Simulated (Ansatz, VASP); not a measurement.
## Two plane-wave programs on Al

File INCAR:

```
ALGO = Normal
EDIFF = 1E-6
ENCUT = 520
GGA = PE
ISIF = 2
ISMEAR = 0
LASPH = T
LCHARG = F
LREAL = F
LWAVE = F
NBANDS = 8
NELM = 100
PREC = Accurate
SIGMA = 0.05
```

Contents of KPOINTS:

```
k-points
0
Gamma
  18 18 18
```

POSCAR

```
Al
1.0
    0.0000000000      2.0344468774      2.0344468774
    2.0344468774      0.0000000000      2.0344468774
    2.0344468774      2.0344468774      0.0000000000
Al
1
Direct
    0.0000000000      0.0000000000      0.0000000000
```

Input for Ansatz:

```yaml
crystal:
  lattice:
    - [0.0, 2.0344468774, 2.0344468774]
    - [2.0344468774, 0.0, 2.0344468774]
    - [2.0344468774, 2.0344468774, 0.0]
  atoms:
    - { symbol: Al, position: [0.0, 0.0, 0.0] }
basis:
  ecutwfc: 420
  ecutrho_ratio: 4
kpoints:
  mp_grid: { grid: [18, 18, 18] }
hamiltonian:
  xc: pbe
scf:
  occupations: { method: gaussian, width: 0.05 }
output:
  forces: true
  stress: true
  eigenvalues: true
```

Alike in both runs: task single point; functional PBE; k mesh 18 × 18 × 18; occupations gaussian, width 0.05 eV; no spin polarisation.

|  | VASP | Ansatz |
| --- | --- | --- |
| version | VASP 6.6.1 | Ansatz 0.2.0 |
| potentials or method | VASP PAW PBE potentials, release 64 (Al), cutoff 520 eV | scalar-relativistic, plane waves, PAW |
| valence electrons in the cell | 3 | 3 |

```csv
,VASP,Ansatz,Ansatz less VASP
gap on the k mesh at the Fermi level (eV),none,none,-
pressure (GPa),-1.5,-1.4,+0.04
```

A gap of «none» marks a metal or a gap that the smearing closes.
